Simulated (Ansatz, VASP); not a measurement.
One calculation of Te, two programs

```
CELL_PARAMETERS angstrom
2.23068 1.28789 1.81338
-2.23068 1.28789 1.81338
0.00000 -2.57577 1.81338
ATOMIC_POSITIONS crystal
Te 0.50000 0.50000 0.50000
```

Alike in both runs: functional PBEsol; k mesh 18 × 18 × 18; occupations gaussian, width 0.1 eV; no spin polarisation.

Ansatz relaxed the structure, and its values are those at the end. VASP's run is a single point on that final structure, the one shown.

|  | VASP | Ansatz |
| --- | --- | --- |
| version | VASP 6.6.1 | Ansatz 0.2.0 |
| potentials or method | VASP PAW PBE potentials, release 64 (Te), cutoff 520 eV | scalar-relativistic, plane waves, PAW |
| valence electrons in the cell | 6 | 16 |

|  | VASP | Ansatz | Ansatz less VASP |
| --- | --- | --- | --- |
| gap on the k mesh at the Fermi level (eV) | none | none | - |
| pressure (GPa) | 0.0 | 0.0 | -0.05 |

VASP's potentials were made for PBE, not for PBEsol. A gap of «none» marks a metal or a gap that the smearing closes. VASP's potentials hold 6 valence electrons a cell and Ansatz's 16, so a difference there can come from the potentials and not from the codes.

Spin-orbit coupling is off throughout.
